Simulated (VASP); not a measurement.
A run of VASP 6.6.1:

The input INCAR:

```
PREC = Accurate
ENCUT = 520
EDIFF = 1E-6
ISMEAR = 0
SIGMA = 0.1
LREAL = False
LASPH = True
NELM = 100
ALGO = Normal
ISIF = 2
LWAVE = False
LCHARG = False
GGA = PE
NBANDS = 36
```

The input KPOINTS:

```
regular mesh
0
Gamma
  8 8 8
```

POSCAR

```
CoSi
1.0
    4.4303090966      0.0000000000      0.0000000000
    0.0000000000      4.4303090966      0.0000000000
    0.0000000000      0.0000000000      4.4303090966
Co Si
4 4
Direct
    0.8549680510      0.6450319490      0.3549680510
    0.6450319490      0.3549680510      0.8549680510
    0.3549680510      0.8549680510      0.6450319490
    0.1450319490      0.1450319490      0.1450319490
    0.1568182482      0.3431817518      0.6568182482
    0.3431817518      0.6568182482      0.1568182482
    0.6568182482      0.1568182482      0.3431817518
    0.8431817518      0.8431817518      0.8431817518
```

Potentials or basis: VASP PAW PBE potentials, release 64 (Co, Si).

Launch:

```console
$ cat potpaw_PBE.64/Co/POTCAR potpaw_PBE.64/Si/POTCAR > POTCAR
$ mpirun -np 1 vasp_std > vasp.out
```

Hardware: 1 thread of AMD EPYC 9R45 96-Core Processor (Zen 5) (shared host).

Problem. How long does it take, and how much memory?

Solution. It took 86 s on 1 thread of AMD EPYC 9R45 96-Core Processor (Zen 5) (shared host), peak memory 0.23 GiB. Counts: scf iterations 15, k points 45.
